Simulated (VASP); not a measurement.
Input of a VASP 6.6.1 run:

Contents of INCAR:

```
PREC = Accurate ; ENCUT = 520
EDIFF = 1E-7 ; ISMEAR = -1
SIGMA = 0.1 ; LREAL = F
LASPH = T ; NELM = 80
ALGO = Normal ; ISIF = 2
LWAVE = F ; LCHARG = T
GGA = CA ; LELF = T
LVHAR = T ; NBANDS = 15
```

KPOINTS

```
Automatic mesh
0
Gamma
  11 11 10
```

The input POSCAR:

```
TaN
1.0
    2.8982924298      0.0000000000      0.0000000000
   -1.4491462149      2.5099952305      0.0000000000
    0.0000000000      0.0000000000      2.8440357641
Ta N
1 1
Direct
    0.3333333333      0.6666666667      0.5000000000
    0.0000000000      0.0000000000      0.0000000000
```

Potentials or basis: VASP PAW LDA potentials, release 64 (Ta_pv, N).

Launch:

```bash
$ cat potpaw_LDA.64/Ta_pv/POTCAR potpaw_LDA.64/N/POTCAR > POTCAR
$ mpirun -np 1 vasp_std > vasp.out
```

(1) What does it give for the band gap on the k mesh?

(2) Predict the pressure.

## Answers

(1) zero (band 8 reaches 8.94 eV, above the bottom of band 9 at 8.42 eV).

(2) 5.3 GPa.

Caveat: spin-orbit coupling is left out, which moves the levels of the heavy elements.
